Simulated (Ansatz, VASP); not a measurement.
One calculation of TiSi, two programs

File POSCAR:

```
TiSi
1.0
    1.8161780000     -2.1176240000      0.0000000000
    1.8161780000      2.1176240000      0.0000000000
    0.0000000000      0.0000000000      3.8039340000
Ti Si
1 1
Direct
    0.5000000000      0.5000000000      0.0000000000
    0.0000000000      0.0000000000      0.5000000000
```

File INCAR.step1:

```
SYSTEM = TiSi
PREC = Accurate
ENCUT = 520
ISMEAR = 0
SIGMA = 0.1
LREAL = .False.
LASPH = .True.
NELM = 80
NBANDS = 15
GGA = PE
ALGO = Normal
EDIFF = 1E-4
LWAVE = .True.
LCHARG = .False.
```

The input INCAR.step2:

```
SYSTEM = TiSi
PREC = Accurate
ENCUT = 520
EDIFF = 1E-6
ISMEAR = 0
SIGMA = 0.1
LREAL = .False.
LASPH = .True.
NELM = 80
ALGO = Normal
ISIF = 2
LWAVE = .False.
LCHARG = .False.
METAGGA = R2SCAN
LMIXTAU = .True.
NBANDS = 15
ISTART = 1
```

The input KPOINTS:

```
regular mesh
0
Gamma
  14 14 10
  0 0 0
```

Input for Ansatz:

```yaml
crystal:
  lattice:
    - [1.816178, -2.117624, 0.0]
    - [1.816178, 2.117624, 0.0]
    - [0.0, 0.0, 3.803934]
  atoms:
    - { symbol: Ti, position: [0.5, 0.5, 0.0] }
    - { symbol: Si, position: [0.0, 0.0, 0.5] }
basis:
  ecutwfc: 500
kpoints:
  mp_grid: { grid: [14, 14, 10] }
hamiltonian:
  xc: r2scan
scf:
  occupations: { method: gaussian, width: 0.1 }
output:
  forces: true
  stress: true
  eigenvalues: true
```

Alike in both runs: task single point; functional r2SCAN; k mesh 14 × 14 × 10; occupations gaussian, width 0.1 eV; no spin polarisation.

|  | VASP | Ansatz |
| --- | --- | --- |
| version | VASP 6.6.1 | Ansatz 0.2.0 |
| potentials or method | VASP PAW PBE potentials, release 64 (Ti_sv, Si), cutoff 520 eV | scalar-relativistic, plane waves, PAW |
| valence electrons in the cell | 16 | 16 |

|  | VASP | Ansatz | Ansatz less VASP |
| --- | --- | --- | --- |
| gap on the k mesh at the Fermi level (eV) | none | none | - |
| pressure (GPa) | -1.4 | -1.8 | -0.39 |
| traceless stress, the component that is largest in VASP (GPa) | 0.35 | 0.39 | +0.043 |

VASP's potentials were made for PBE, not for r2SCAN. A gap of «none» marks a metal or a gap that the smearing closes.
